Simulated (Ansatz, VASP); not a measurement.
# CdBi3O: VASP beside Ansatz

```
Cd Bi O
1.0
     5.00450    0.00000    0.00000
     0.00000    5.00450    0.00000
     0.00000    0.00000    5.00450
Cd Bi O
1 3 1
Direct
  0.50000 0.50000 0.50000
  0.50000 0.00000 0.00000
  0.00000 0.50000 0.00000
  0.00000 0.00000 0.50000
  0.00000 0.00000 0.00000
```

Change from the starting cell: species swapped into the EuH3Pd type (Pm-3m, No. 221).

Alike in both runs: functional PBE; k mesh 4 × 4 × 4; occupations gaussian, width 0.1 eV; no spin polarisation.

Ansatz relaxed the structure, and its values are those at the end. VASP's run is a single point on that final structure, the one shown.

|  | VASP | Ansatz |
| --- | --- | --- |
| version | VASP 6.6.1 | Ansatz 0.2.0 |
| potentials or method | VASP PAW PBE potentials, release 64 (Cd, Bi_d, O), cutoff 600 eV | scalar-relativistic, plane waves, PAW |
| valence electrons in the cell | 63 | 71 |

```tsv
	VASP	Ansatz	Ansatz less VASP
gap on the k mesh at the Fermi level (eV)	none	none	-
pressure (GPa)	0.0	0.0	+0.01
```

A gap of «none» marks a metal or a gap that the smearing closes. With one functional, cell and mesh, what is left measures potentials, basis and numerics. VASP's potentials hold 63 valence electrons a cell and Ansatz's 71, so a difference there can come from the potentials and not from the codes.

Spin-orbit coupling is off throughout.
